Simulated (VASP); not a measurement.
# MoH2 in VASP: single point with PBE

Aim: the single point of MoH2 with PBE.

All numbers are computed with VASP 6.6.1; they aren't measurements. Logs are shortened: lines on timing, memory, paths and dates and some standing lists are left out, and cuts for length are marked.

### 1 The cell of the first run

The typed cell holds 6 atoms: a = 3.119 Å, b = 3.118 Å, c = 5.404 Å, α = 73.21°, β = 73.25°, γ = 60.00°.

### 2 Single point, PBE

The input, INCAR:

```
PREC = Accurate
ENCUT = 520
EDIFF = 1E-7
ISMEAR = 0
SIGMA = 0.2
LREAL = F
LASPH = T
NELM = 60
ALGO = Normal
ISIF = 2
LWAVE = F
LCHARG = F
GGA = PE
NBANDS = 25
```

The input, KPOINTS:

```
regular mesh
0
Gamma
  12 12 12
```

The input, POSCAR:

```
MoH2
1.0
    0.0001340094      2.2052239344      2.2064089839
    2.2046312951      2.2055087812     -0.0001742477
   -2.2051184143      4.4115837897     -2.2076930024
H Mo
4 2
Direct
    0.1250099394      0.1247178502      0.6252556947
    0.6244659344      0.6250957726      0.1252137929
    0.3752586974      0.3752112621      0.8747304714
    0.8753007431      0.8749403378      0.3747861495
   -0.0002550045      0.0002283246      1.0000527803
    0.5002196902      0.4998064528      0.4999611112
```

Potentials or basis: VASP PAW PBE potentials, release 64 (H, Mo_sv).

Run with:

```
> cat potpaw_PBE.64/H/POTCAR potpaw_PBE.64/Mo_sv/POTCAR > POTCAR
> mpirun -np 1 vasp_std > vasp.out
```

OUTCAR:

```text
PREC = Accurate
   ENCUT = 520
   EDIFF = 1E-7
   ISMEAR = 0
   LREAL = F
   LASPH = T
   NELM = 60
   ISIF = 2
   GGA = PE

 ion  position               nearest neighbor table
   1  0.125  0.125  0.625-   5 1.91   6 1.91   6 1.91   6 1.91
   2  0.624  0.625  0.125-   6 1.91   5 1.91   5 1.91   5 1.91
   3  0.375  0.375  0.875-   6 1.91   5 1.91   5 1.91   5 1.91
   4  0.875  0.875  0.375-   5 1.91   6 1.91   6 1.91   6 1.91
   5  1.000  0.000  0.000-   4 1.91   3 1.91   1 1.91   2 1.91   2 1.91   3 1.91   2 1.91   3 1.91
                             6 3.12   6 3.12   6 3.12   6 3.12   6 3.12   6 3.12
   6  0.500  0.500  0.500-   2 1.91   3 1.91   1 1.91   4 1.91   4 1.91   4 1.91   1 1.91   1 1.91
                             5 3.12   5 3.12   5 3.12   5 3.12   5 3.12   5 3.12

  LATTYP: Found a triclinic cell.
 ALAT       =     3.1184400205
 B/A-ratio  =     1.0003385178
 C/A-ratio  =     1.7324008754
 COS(alpha) =     0.0003792117
 COS(beta)  =     0.2882390302
 COS(gamma) =     0.4999559686

  Lattice vectors:

 A1 = (   2.2046312951,   2.2055087812,  -0.0001742477)
 A2 = (   0.0001340094,   2.2052239344,   2.2064089839)
 A3 = (   4.4097497094,  -2.2060750085,   2.2075187547)

Analysis of symmetry for initial positions (statically):
=====================================================================
 Subroutine PRICEL returns:
 Original cell was already a primitive cell.

 Routine SETGRP: Setting up the symmetry group for a
 triclinic supercell.

 Subroutine GETGRP returns: Found  1 space group operations
 (whereof  1 operations were pure point group operations)
 out of a pool of  2 trial point group operations.

The static configuration has the point symmetry C_1 .

Analysis of symmetry for dynamics (positions and initial velocities):
=====================================================================
 Subroutine PRICEL returns:
 Original cell was already a primitive cell.

 Routine SETGRP: Setting up the symmetry group for a
 triclinic supercell.

 Subroutine GETGRP returns: Found  1 space group operations
 (whereof  1 operations were pure point group operations)
 out of a pool of  2 trial point group operations.

The dynamic configuration has the point symmetry C_1 .

 Subroutine INISYM returns: Found  1 space group operations
 (whereof  1 operations are pure point group operations),
 and found     1 'primitive' translations

----------------------------------------------------------------------------------------

                                     Primitive cell

  volume of cell :      42.9234

  direct lattice vectors                    reciprocal lattice vectors
     0.000134009  2.205223934  2.206408984    -0.113418828  0.113400557  0.339892369
     2.204631295  2.205508781 -0.000174248     0.340192715  0.113343802 -0.113303588
    -2.205118414  4.411583790 -2.207693002    -0.113379713  0.113325656 -0.113257903

  length of vectors
     3.119495668  3.118440021  5.403566151     0.375832861  0.376052661  0.196277906

  position of ions in fractional coordinates (direct lattice)
     0.125009939  0.124717850  0.625255695
     0.624465934  0.625095773  0.125213793
     0.375258697  0.375211262  0.874730471
     0.875300743  0.874940338  0.374786149
     0.999744996  0.000228325  0.000052780
     0.500219690  0.499806453  0.499961111

  ion indices of the primitive-cell ions
   primitive index   ion index
                 1           1
                 2           2
                 3           3
                 4           4
                 5           5
                 6           6

----------------------------------------------------------------------------------------

 KPOINTS: regular mesh

Automatic generation of k-mesh.
 Grid dimensions read from file:
 generate k-points for:   12   12   12

 Generating k-lattice:

  Cartesian coordinates                     Fractional coordinates (reciprocal lattice)
    -0.009451569  0.009450046  0.028324364     0.083333333  0.000000000 -0.000000000
     0.028349393  0.009445317 -0.009441966    -0.000000000  0.083333333 -0.000000000
    -0.009448309  0.009443805 -0.009438159     0.000000000  0.000000000  0.083333333

  Length of vectors
     0.031319405  0.031337722  0.016356492

  Shift w.r.t. Gamma in fractional coordinates (k-lattice)
     0.000000000  0.000000000  0.000000000

 Subroutine IBZKPT returns following result:
 ===========================================

 Found    868 irreducible k-points:

 Following reciprocal coordinates:
            Coordinates               Weight
  0.000000  0.000000  0.000000      1.000000
  0.083333  0.000000 -0.000000      2.000000
  0.166667 -0.000000 -0.000000      2.000000
  0.250000  0.000000  0.000000      2.000000
  0.333333 -0.000000 -0.000000      2.000000
  0.416667  0.000000 -0.000000      2.000000
[... 16 lines left out ...]
  0.250000  0.166667 -0.000000      2.000000
  0.333333  0.166667  0.000000      2.000000
 [... further k-points ...]
   k-points           NKPTS =    868   k-points in BZ     NKDIM =    868   number of bands    NBANDS=     25
   number of dos      NEDOS =    301   number of ions     NIONS =      6
   total plane-waves  NPLWV =  23040
   dimension x,y,z NGX =    24 NGY =   24 NGZ =   40
   dimension x,y,z NGXF=    48 NGYF=   48 NGZF=   80
   ions per type =               4   2
   NGX,Y,Z   is equivalent  to a cutoff of  12.79, 12.79, 12.31 a.u.
   NGXF,Y,Z  is equivalent  to a cutoff of  25.58, 25.59, 24.61 a.u.
 SYSTEM =  unknown system
   PREC   = accura    normal or accurate (medium, high low for compatibility)
   ISTART =      0    job   : 0-new  1-cont  2-samecut
   ICHARG =      2    charge: 1-file 2-atom 10-const
   ISPIN  =      1    spin polarized calculation?
   LNONCOLLINEAR =      F non collinear calculations
   LSORBIT =      F    spin-orbit coupling
   LASPH  =      T    aspherical Exc in radial PAW
   ENCUT  =  520.0 eV  38.22 Ry    6.18 a.u.   5.80  5.80 10.05*2*pi/ulx,y,z
   NELM   =     60;   NELMIN=  2; NELMDL= -5     # of ELM steps
   EDIFF  = 0.1E-06   stopping-criterion for ELM
   LREAL  =      F    real-space projection
   EDIFFG = 0.1E-05   stopping-criterion for IOM
   NSW    =      0    number of steps for IOM
   IBRION =     -1    ionic relax: 0-MD 1-quasi-New 2-CG
   NFREE  =      0    steps in history (QN), initial steepest desc. (CG)
   ISIF   =      2    stress and relaxation
   ISYM   =      2    0-nonsym 1-usesym 2-fastsym
   POTIM  = 0.5000    time-step for ionic-motion
   TEBEG  =    0.0;   TEEND  =   0.0 temperature during run
   PSTRESS=    0.0 pullay stress
   NELECT =      32.0000    total number of electrons
   NUPDOWN=      -1.0000    fix difference up-down
   EMIN   =  10.00;   EMAX   =-10.00  energy-range for DOS
   EFERMI =   0.00;   METHOD = LEGACY
   ISMEAR =     0;   SIGMA  =   0.20  broadening in eV -4-tet -1-fermi 0-gaus
   EFERMI_NEDOS =   21; number of points for ismear=-14 and -15
   IALGO  =     38    algorithm
   IMIX   =      4    mixing-type and parameters
     AMIX     =   0.40;   BMIX     =  1.00
     AMIX_MAG =   1.60;   BMIX_MAG =  1.00
  volume/ion in A,a.u.               =       7.15        48.28
  Fermi-wavevector in a.u.,A,eV,Ry     =   1.484432  2.805169 29.980950  2.203538
  Thomas-Fermi vector in A             =   2.597969
   LORBIT       =      0    0 simple, 1 ext, 2 COOP (PROOUT), +10 PAW based schemes
   GGA     = PE    functional components
   LHFCALC =     F    Hartree Fock is set to
   AEXX    =    0.0000 exact exchange contribution
   IVDW    =     0    specifies the selected vdW correction
   LEPSILON=     F    determine dielectric tensor
   LRPA    =     F    only Hartree local field effects (RPA)
 non-spin polarized calculation
 Gauss-broadening in eV      SIGMA  =   0.20
  energy-cutoff  :      520.00
  volume of cell :       42.92
 maximum number of plane-waves:      1173
   NGX = 11   NGY = 11   NGZ = 21

 number of electron      32.0000002 magnetization

 Free energy of the ion-electron system (eV)
  ---------------------------------------------------
  ext. energy  EPLUGINS =         0.00000000
  ---------------------------------------------------
  free energy    TOTEN  =       -35.02034635 eV

  energy without entropy =      -34.97244070  energy(sigma->0) =      -34.99639353

 E-fermi :  10.1343     XC(G=0): -12.5955

 val. band max:       10.1281377848   @ k =   0.0000   0.0833   0.5000
 cond. band min:      10.1492261220   @ k =   0.3333   0.0833   0.2500
 fundamental gap:      0.0210883373
 Fermi energy:        10.1342877784

 k-point     1 :       0.0000    0.0000    0.0000
  band No.  band energies     occupation
      1     -51.2403      2.00000
      2     -51.1638      2.00000
      3     -25.6725      2.00000
      4     -25.1457      2.00000
      5     -25.1447      2.00000
      6     -25.0668      2.00000
[... 17 lines left out ...]
     24      23.2535      0.00000
     25      23.2632      0.00000

 k-point     2 :       0.0833    0.0000   -0.0000
  band No.  band energies     occupation
      1     -51.2356      2.00000
      2     -51.1617      2.00000
      3     -25.6579      2.00000
      4     -25.1764      2.00000
      5     -25.1504      2.00000
      6     -25.1013      2.00000
[... 17 lines left out ...]
     24      21.4036      0.00000
     25      22.1266      0.00000

 k-point     3 :       0.1667   -0.0000   -0.0000
  band No.  band energies     occupation
      1     -51.2225      2.00000
      2     -51.1563      2.00000
      3     -25.6157      2.00000
      4     -25.2593      2.00000
      5     -25.1949      2.00000
      6     -25.1656      2.00000
[... 552 lines left out ...]
 k-point    23 :       0.2500    0.1667   -0.0000
  band No.  band energies     occupation
      1     -51.2093      2.00000
      2     -51.1534      2.00000
      3     -25.5787      2.00000
      4     -25.3049      2.00000
      5     -25.2954      2.00000
      6     -25.1950      2.00000
[... 17 lines left out ...]
     24      19.1273      0.00000
     25      19.7099      0.00000

 k-point    24 :       0.3333    0.1667    0.0000
  band No.  band energies     occupation
      1     -51.1924      2.00000
      2     -51.1483      2.00000
      3     -25.5366      2.00000
      4     -25.3950      2.00000
      5     -25.3668      2.00000
      6     -25.2171      2.00000
[... 17 lines left out ...]
     24      19.4834      0.00000
     25      19.6276      0.00000

 [... further k-points ...]

------------------------ aborting loop because EDIFF is reached ----------------------------------------

  FORCE on cell =-STRESS in cart. coord.  units (eV):
  Direction    XX          YY          ZZ          XY          YZ          ZX
  --------------------------------------------------------------------------------------
  -------------------------------------------------------------------------------------
  Total        0.0469963      0.0282979      0.0024930     -0.0134307      0.0067787     -0.0101033
  in kB        1.7542052      1.0562612      0.0930540     -0.5013214      0.2530257     -0.3771205
  external PRESSURE =       0.9678401 kB  Pullay stress =       0.0000000 kB

 VOLUME and BASIS-vectors are now :
 -----------------------------------------------------------------------------
  energy-cutoff  :      520.00
  volume of cell :       42.92
      direct lattice vectors                 reciprocal lattice vectors
     0.000134009  2.205223934  2.206408984    -0.113418828  0.113400557  0.339892369
     2.204631295  2.205508781 -0.000174248     0.340192715  0.113343802 -0.113303588
    -2.205118414  4.411583790 -2.207693002    -0.113379713  0.113325656 -0.113257903

 POSITION                                       TOTAL-FORCE (eV/Angst)
 -----------------------------------------------------------------------------------
     -1.10379      3.30911     -1.10457        -0.001778      0.002764      0.000323
      1.10208      3.30813      1.10128        -0.002055      0.005609      0.002731
     -1.10163      5.51401     -1.10323         0.002656     -0.004839     -0.004318
      1.10259      5.51332      1.10371         0.001689     -0.002862      0.000047
      0.00052      2.20540      2.20573        -0.002603     -0.001511      0.004965
     -0.00052      4.41104     -0.00016         0.002092      0.000839     -0.003748
 -----------------------------------------------------------------------------------
    total drift:                               -0.000001      0.000001     -0.000000

  FREE ENERGIE OF THE ION-ELECTRON SYSTEM (eV)
  ---------------------------------------------------
  free  energy   TOTEN  =       -35.0203463511 eV

  energy  without entropy=      -34.9724407033  energy(sigma->0) =      -34.99639353
```

Wall time 11 min (1 thread of Intel Xeon Platinum 8259CL at 2.50GHz (Skylake/Cascade Lake), shared host); peak memory 0.77 GiB.

Results:

```
Free energy            : -35.0203 eV
Pressure               : 0.1 GPa
Largest force          : 0.007 eV/Å
Band gap on the k mesh : zero (bands 16 and 17 overlap by 2.57 eV)
```

Forces in eV/Å, atoms in the order of the input:
```
H   -0.002  0.003  0.000
H   -0.002  0.006  0.003
H    0.003 -0.005 -0.004
H    0.002 -0.003  0.000
Mo  -0.003 -0.002  0.005
Mo   0.002  0.001 -0.004
```

The gap in the log of VASP goes by the Fermi energy; the results here count the filled bands.